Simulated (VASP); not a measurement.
# Ge5Br (P-62m) in VASP: notebook

Ge5Br is run at these levels: PBE; tasks: single point, relaxation of cell and atoms.

Program: VASP 6.6.1. These are calculated values, not measurements. Logs are shortened: lines on timing, memory, paths and dates and some standing lists are left out, and cuts for length are marked.

**1. The cell of the first run**

It takes space group P-62m (No. 189, hexagonal). Conventional cell: a = 5.870 Å, b = 5.870 Å, c = 5.318 Å, α = 90.00°, β = 90.00°, γ = 120.00°. Ge (site symmetry -6) has 9 Ge at 3.34 to 3.39 Å and 3 Br at 3.39 Å within 4.4 Å. Within 4.2 Å of Ge (site symmetry m2m) lie 10 Ge at 3.17 to 3.51 Å and 2 Br at 3.23 Å. Within 4.2 Å of Br (site symmetry -62m) lie 12 Ge at 3.23 to 3.39 Å.

The cell was generated, and may not be a known phase.

**2. Single point, PBE**

INCAR

```
SYSTEM = Ge5Br
  PREC = Accurate
  ENCUT = 520
  EDIFF = 1E-7
  ISMEAR = 0
  SIGMA = 0.1
  LREAL = .FALSE.
  LASPH = .TRUE.
  NELM = 100
  ALGO = Normal
  ISIF = 2
  LWAVE = .FALSE.
  LCHARG = .TRUE.
  GGA = PE
  LELF = .TRUE.
  LVHAR = .TRUE.
  NBANDS = 48
```

KPOINTS

```
regular mesh
0
G
  3 3 4
  0 0 0
```

POSCAR

```
Ge5Br
1.0
    5.8700226700      0.0000000000      0.0000000000
   -2.9350113400      5.0835887500      0.0000000000
    0.0000000000      0.0000000000      5.3176988000
Ge Br
5 1
Direct
    0.3333333300      0.6666666700      0.5000000000
    0.0000000000      0.6884842500      0.0000000000
    0.6884842500      0.0000000000      0.0000000000
    0.3115157500      0.3115157500      0.0000000000
    0.6666666700      0.3333333300      0.5000000000
    0.0000000000      0.0000000000      0.5000000000
```

Potentials or basis: VASP PAW PBE potentials, release 64 (Ge_d, Br).

Started as:

```console
$ cat potpaw_PBE.64/Ge_d/POTCAR potpaw_PBE.64/Br/POTCAR > POTCAR
$ mpirun -np 1 vasp_std > vasp.out
```

OUTCAR:

```text
SYSTEM = Ge5Br
   PREC = Accurate
   ENCUT = 520
   EDIFF = 1E-7
   ISMEAR = 0
   LREAL = .FALSE.
   LASPH = .TRUE.
   NELM = 100
   ISIF = 2
   GGA = PE

 ion  position               nearest neighbor table
   1  0.333  0.667  0.500-
   2  0.000  0.688  0.000-
   3  0.688  0.000  0.000-
   4  0.312  0.312  0.000-
   5  0.667  0.333  0.500-
   6  0.000  0.000  0.500-

  LATTYP: Found a hexagonal cell.
 ALAT       =     5.8700226700
 C/A-ratio  =     0.9059077109

  Lattice vectors:

 A1 = (   5.8700226700,   0.0000000000,   0.0000000000)
 A2 = (  -2.9350113400,   5.0835887500,   0.0000000000)
 A3 = (   0.0000000000,   0.0000000000,   5.3176988000)

Analysis of symmetry for initial positions (statically):
=====================================================================
 Subroutine PRICEL returns:
 Original cell was already a primitive cell.

 Routine SETGRP: Setting up the symmetry group for a
 hexagonal supercell.

 Subroutine GETGRP returns: Found 12 space group operations
 (whereof 12 operations were pure point group operations)
 out of a pool of 24 trial point group operations.

The static configuration has the point symmetry D_3h.

Analysis of symmetry for dynamics (positions and initial velocities):
=====================================================================
 Subroutine PRICEL returns:
 Original cell was already a primitive cell.

 Routine SETGRP: Setting up the symmetry group for a
 hexagonal supercell.

 Subroutine GETGRP returns: Found 12 space group operations
 (whereof 12 operations were pure point group operations)
 out of a pool of 24 trial point group operations.

The dynamic configuration has the point symmetry D_3h.

 Subroutine INISYM returns: Found 12 space group operations
 (whereof 12 operations are pure point group operations),
 and found     1 'primitive' translations

----------------------------------------------------------------------------------------

                                     Primitive cell

  volume of cell :     158.6843

  direct lattice vectors                    reciprocal lattice vectors
     5.870022670  0.000000000  0.000000000     0.170357093  0.098355714  0.000000000
    -2.935011340  5.083588750  0.000000000     0.000000000  0.196711428  0.000000000
     0.000000000  0.000000000  5.317698800     0.000000000  0.000000000  0.188051268

  length of vectors
     5.870022670  5.870022670  5.317698800     0.196711428  0.196711428  0.188051268

  position of ions in fractional coordinates (direct lattice)
     0.333333330  0.666666670  0.500000000
     0.000000000  0.688484250  0.000000000
     0.688484250  0.000000000  0.000000000
     0.311515750  0.311515750  0.000000000
     0.666666670  0.333333330  0.500000000
     0.000000000  0.000000000  0.500000000

  ion indices of the primitive-cell ions
   primitive index   ion index
                 1           1
                 2           2
                 3           3
                 4           4
                 5           5
                 6           6

----------------------------------------------------------------------------------------

 KPOINTS: regular mesh

Automatic generation of k-mesh.
 Grid dimensions read from file:
 generate k-points for:    3    3    4

 Generating k-lattice:

  Cartesian coordinates                     Fractional coordinates (reciprocal lattice)
     0.056785698  0.032785238  0.000000000     0.333333333 -0.000000000  0.000000000
     0.000000000  0.065570476  0.000000000     0.000000000  0.333333333  0.000000000
     0.000000000  0.000000000  0.047012817     0.000000000  0.000000000  0.250000000

  Length of vectors
     0.065570476  0.065570476  0.047012817

  Shift w.r.t. Gamma in fractional coordinates (k-lattice)
     0.000000000  0.000000000  0.000000000

 Subroutine IBZKPT returns following result:
 ===========================================

 Found      9 irreducible k-points:

 Following reciprocal coordinates:
            Coordinates               Weight
  0.000000  0.000000  0.000000      1.000000
  0.333333  0.000000  0.000000      6.000000
  0.333333  0.333333  0.000000      2.000000
  0.000000  0.000000  0.250000      2.000000
  0.333333  0.000000  0.250000     12.000000
  0.333333  0.333333  0.250000      4.000000
  0.000000  0.000000  0.500000      1.000000
  0.333333  0.000000  0.500000      6.000000
  0.333333  0.333333  0.500000      2.000000
   k-points           NKPTS =      9   k-points in BZ     NKDIM =      9   number of bands    NBANDS=     48
   number of dos      NEDOS =    301   number of ions     NIONS =      6
   total plane-waves  NPLWV =  92160
   dimension x,y,z NGX =    48 NGY =   48 NGZ =   40
   dimension x,y,z NGXF=    96 NGYF=   96 NGZF=   80
   ions per type =               5   1
   NGX,Y,Z   is equivalent  to a cutoff of  13.59, 13.59, 12.51 a.u.
   NGXF,Y,Z  is equivalent  to a cutoff of  27.19, 27.19, 25.01 a.u.
 SYSTEM =  Ge5Br
   PREC   = accura    normal or accurate (medium, high low for compatibility)
   ISTART =      0    job   : 0-new  1-cont  2-samecut
   ICHARG =      2    charge: 1-file 2-atom 10-const
   ISPIN  =      1    spin polarized calculation?
   LNONCOLLINEAR =      F non collinear calculations
   LSORBIT =      F    spin-orbit coupling
   LASPH  =      T    aspherical Exc in radial PAW
   ENCUT  =  520.0 eV  38.22 Ry    6.18 a.u.  10.91 10.91  9.89*2*pi/ulx,y,z
   NELM   =    100;   NELMIN=  2; NELMDL= -5     # of ELM steps
   EDIFF  = 0.1E-06   stopping-criterion for ELM
   LREAL  =      F    real-space projection
   EDIFFG = 0.1E-05   stopping-criterion for IOM
   NSW    =      0    number of steps for IOM
   IBRION =     -1    ionic relax: 0-MD 1-quasi-New 2-CG
   NFREE  =      0    steps in history (QN), initial steepest desc. (CG)
   ISIF   =      2    stress and relaxation
   ISYM   =      2    0-nonsym 1-usesym 2-fastsym
   POTIM  = 0.5000    time-step for ionic-motion
   TEBEG  =    0.0;   TEEND  =   0.0 temperature during run
   PSTRESS=    0.0 pullay stress
   NELECT =      77.0000    total number of electrons
   NUPDOWN=      -1.0000    fix difference up-down
   EMIN   =  10.00;   EMAX   =-10.00  energy-range for DOS
   EFERMI =   0.00;   METHOD = LEGACY
   ISMEAR =     0;   SIGMA  =   0.10  broadening in eV -4-tet -1-fermi 0-gaus
   EFERMI_NEDOS =   21; number of points for ismear=-14 and -15
   IALGO  =     38    algorithm
   IMIX   =      4    mixing-type and parameters
     AMIX     =   0.40;   BMIX     =  1.00
     AMIX_MAG =   1.60;   BMIX_MAG =  1.00
  volume/ion in A,a.u.               =      26.45       178.48
  Fermi-wavevector in a.u.,A,eV,Ry     =   1.286453  2.431043 22.517099  1.654960
  Thomas-Fermi vector in A             =   2.418526
   LORBIT       =      0    0 simple, 1 ext, 2 COOP (PROOUT), +10 PAW based schemes
   GGA     = PE    functional components
   LHFCALC =     F    Hartree Fock is set to
   AEXX    =    0.0000 exact exchange contribution
   IVDW    =     0    specifies the selected vdW correction
   LEPSILON=     F    determine dielectric tensor
   LRPA    =     F    only Hartree local field effects (RPA)
 non-spin polarized calculation
 Gauss-broadening in eV      SIGMA  =   0.10
  energy-cutoff  :      520.00
  volume of cell :      158.68
 maximum number of plane-waves:      4302
 NGX is ok and might be reduce to    48
   NGX = 21   NGY = 21   NGZ = 19

 number of electron      76.9999927 magnetization

 Free energy of the ion-electron system (eV)
  ---------------------------------------------------
  ext. energy  EPLUGINS =         0.00000000
  ---------------------------------------------------
  free energy    TOTEN  =       -20.87527028 eV

  energy without entropy =      -20.85163025  energy(sigma->0) =      -20.86345026

 E-fermi :   3.5993     XC(G=0):  -9.6264

 val. band max:        3.5522516042   @ k =   0.3333   0.3333   0.5000
 cond. band min:       3.6207331660   @ k =   0.3333   0.0000   0.2500
 fundamental gap:      0.0684815618
 Fermi energy:         3.5992958360

 k-point     1 :       0.0000    0.0000    0.0000
  band No.  band energies     occupation
      1     -21.3409      2.00000
      2     -21.3283      2.00000
      3     -21.3233      2.00000
      4     -21.3233      2.00000
      5     -21.3226      2.00000
      6     -21.3226      2.00000
[... 40 lines left out ...]
     47       8.9121      0.00000
     48       8.9221      0.00000

 k-point     2 :       0.3333    0.0000    0.0000
  band No.  band energies     occupation
      1     -21.3382      2.00000
      2     -21.3290      2.00000
      3     -21.3275      2.00000
      4     -21.3264      2.00000
      5     -21.3218      2.00000
      6     -21.3196      2.00000
[... 40 lines left out ...]
     47       7.3302      0.00000
     48       8.2443      0.00000

 k-point     3 :       0.3333    0.3333    0.0000
  band No.  band energies     occupation
      1     -21.3377      2.00000
      2     -21.3288      2.00000
      3     -21.3288      2.00000
      4     -21.3288      2.00000
      5     -21.3202      2.00000
      6     -21.3202      2.00000
[... 40 lines left out ...]
     47       7.7486      0.00000
     48       7.7486      0.00000

 k-point     4 :       0.0000    0.0000    0.2500
  band No.  band energies     occupation
      1     -21.3408      2.00000
      2     -21.3287      2.00000
      3     -21.3235      2.00000
      4     -21.3235      2.00000
      5     -21.3219      2.00000
      6     -21.3219      2.00000
[... 193 lines left out ...]
     47       8.3527      0.00000
     48       8.7127      0.00000

 k-point     8 :       0.3333    0.0000    0.5000
  band No.  band energies     occupation
      1     -21.3382      2.00000
      2     -21.3292      2.00000
      3     -21.3276      2.00000
      4     -21.3265      2.00000
      5     -21.3220      2.00000
      6     -21.3192      2.00000
[... 40 lines left out ...]
     47       7.4145      0.00000
     48       7.5080      0.00000

 k-point     9 :       0.3333    0.3333    0.5000
  band No.  band energies     occupation
      1     -21.3378      2.00000
      2     -21.3287      2.00000
      3     -21.3287      2.00000
      4     -21.3286      2.00000
      5     -21.3209      2.00000
      6     -21.3209      2.00000
[... 40 lines left out ...]
     47       6.9685      0.00000
     48       7.0036      0.00000

------------------------ aborting loop because EDIFF is reached ----------------------------------------

  FORCE on cell =-STRESS in cart. coord.  units (eV):
  Direction    XX          YY          ZZ          XY          YZ          ZX
  --------------------------------------------------------------------------------------
  -------------------------------------------------------------------------------------
  Total       -6.7672576     -6.7672576     -7.9148215      0.0000000      0.0000000      0.0000000
  in kB      -68.3265305    -68.3265304    -79.9130638      0.0000001      0.0000000      0.0000000
  external PRESSURE =     -72.1887083 kB  Pullay stress =       0.0000000 kB

 VOLUME and BASIS-vectors are now :
 -----------------------------------------------------------------------------
  energy-cutoff  :      520.00
  volume of cell :      158.68
      direct lattice vectors                 reciprocal lattice vectors
     5.870022670  0.000000000  0.000000000     0.170357093  0.098355714  0.000000000
    -2.935011340  5.083588750  0.000000000     0.000000000  0.196711428  0.000000000
     0.000000000  0.000000000  5.317698800     0.000000000  0.000000000  0.188051268

 POSITION                                       TOTAL-FORCE (eV/Angst)
 -----------------------------------------------------------------------------------
     -0.00000      3.38906      2.65885        -0.000000     -0.000000     -0.000000
     -2.02071      3.49997      0.00000         0.246132     -0.426313     -0.000000
      4.04142      0.00000      0.00000        -0.492264     -0.000000     -0.000000
      0.91430      1.58362      0.00000         0.246132      0.426313      0.000000
      2.93501      1.69453      2.65885        -0.000000      0.000000     -0.000000
      0.00000      0.00000      2.65885        -0.000000     -0.000000     -0.000000
 -----------------------------------------------------------------------------------
    total drift:                                0.000000      0.000000     -0.000000

  FREE ENERGIE OF THE ION-ELECTRON SYSTEM (eV)
  ---------------------------------------------------
  free  energy   TOTEN  =       -20.8752702759 eV

  energy  without entropy=      -20.8516302465  energy(sigma->0) =      -20.86345026
```

Run time: 2.8 min. Hardware: 1 thread of Oxide Virtual Turin-like, shared host; peak memory 0.27 GiB.

Results:

| Quantity | Value |
| --- | --- |
| Free energy | -20.8753 eV |
| Pressure | -7.2 GPa |
| Largest force | 0.492 eV/Å |
| Band gap on the k mesh | zero (an odd number of electrons rules out a gap without spin polarisation) |

Forces in eV/Å, atoms in the order of the input:
```
Ge   0.000  0.000  0.000
Ge   0.246 -0.426  0.000
Ge  -0.492  0.000  0.000
Ge   0.246  0.426  0.000
Ge   0.000  0.000  0.000
Br   0.000  0.000  0.000
```

Stress tensor (GPa, compression positive):
```
-6.83  0.00  0.00
 0.00 -6.83  0.00
 0.00  0.00 -7.99
```

Levels at points of the mesh, in eV from the Fermi level:
```tsv
k point	band 36	band 37	band 38	band 39	band 40	band 41
(0.00, 0.00, 0.00)	-1.69	-1.40	-1.36	0.13	0.65	0.65
(0.00, 0.00, 0.50)	-1.68	-1.68	-1.39	-1.39	-0.90	0.58
```

Caveat: the k points lie up to 0.41 Å⁻¹ apart, too coarse for converged energies and pressures of a metal; an odd number of electrons without spin polarisation forces a metal; a magnetic or distorted state may lie lower.

**3. Single point, PBE**

This run uses another cell than the first one, of 21.71 Å³/atom.

INCAR

```
SYSTEM = Ge5Br
PREC     = Accurate       ! precision mode
ENCUT    = 520            ! plane-wave cutoff, eV
EDIFF    = 1E-7           ! SCF threshold, eV
ISMEAR   = 0              ! smearing method
SIGMA    = 0.1            ! smearing width, eV
LREAL    = .False.        ! projectors in reciprocal space
LASPH    = .True.         ! aspherical terms in the spheres
NELM     = 100            ! most SCF steps
ALGO     = Fast           ! electronic algorithm
ISIF     = 2              ! what is computed and relaxed
LWAVE    = .False.        ! write WAVECAR
LCHARG   = .False.        ! write CHGCAR
GGA      = PE             ! functional
NBANDS   = 48             ! bands
```

KPOINTS

```
regular mesh
0
Gamma
  6 6 4
  0 0 0
```

POSCAR

```
Ge5Br
1.0
    5.4863586122      0.0000000000      0.0000000000
   -2.7431793061      4.7513259324      0.0000000000
    0.0000000000      0.0000000000      4.9978978123
Ge Br
5 1
Direct
    0.3333333333      0.6666666667      0.5000000000
    0.0000000000      0.5294177925      0.0000000000
    0.5294177925      0.0000000000      0.0000000000
    0.4705822075      0.4705822075      0.0000000000
    0.6666666667      0.3333333333      0.5000000000
    0.0000000000      0.0000000000      0.5000000000
```

Potentials or basis: VASP PAW PBE potentials, release 64 (Ge_d, Br).

Started as:

```console
$ cat potpaw_PBE.64/Ge_d/POTCAR potpaw_PBE.64/Br/POTCAR > POTCAR
$ mpirun -np 1 vasp_std > vasp.out
```

It took 4.9 min on 1 thread of Oxide Virtual Turin-like, shared host; peak memory 0.27 GiB.

The run converged. Its results:

- Free energy: -22.5672 eV
- Pressure: 0.0 GPa
- Band gap on the k mesh: zero (an odd number of electrons rules out a gap without spin polarisation)

Forces on the atoms (eV/Å):
```
Ge   0.000  0.000  0.000
Ge   0.001 -0.003  0.000
Ge  -0.003  0.000  0.000
Ge   0.001  0.003  0.000
Ge   0.000  0.000  0.000
Br   0.000  0.000  0.000
```

Levels at points of the mesh, in eV from the Fermi level:
| k point | band 36 | band 37 | band 38 | band 39 | band 40 | band 41 | band 42 | band 43 |
| --- | --- | --- | --- | --- | --- | --- | --- | --- |
| (0.00, 0.00, 0.00) | -1.76 | -0.78 | -0.78 | -0.05 | -0.05 | 0.30 | 1.29 | 1.29 |
| (0.50, 0.00, 0.00) | -2.26 | -1.75 | 0.56 | 0.60 | 0.71 | 0.95 | 0.97 | 2.53 |
| (0.00, 0.00, 0.50) | -2.82 | -2.70 | -1.80 | -1.80 | 1.46 | 1.75 | 4.11 | 4.11 |
| (0.50, 0.00, 0.50) | -0.85 | -0.51 | 0.98 | 1.52 | 1.79 | 1.81 | 2.40 | 2.70 |

Caveat: an odd number of electrons without spin polarisation forces a metal; a magnetic or distorted state may lie lower.

[end of part 1 of 2]

The gap in the log of VASP goes by the Fermi energy; the results here count the filled bands.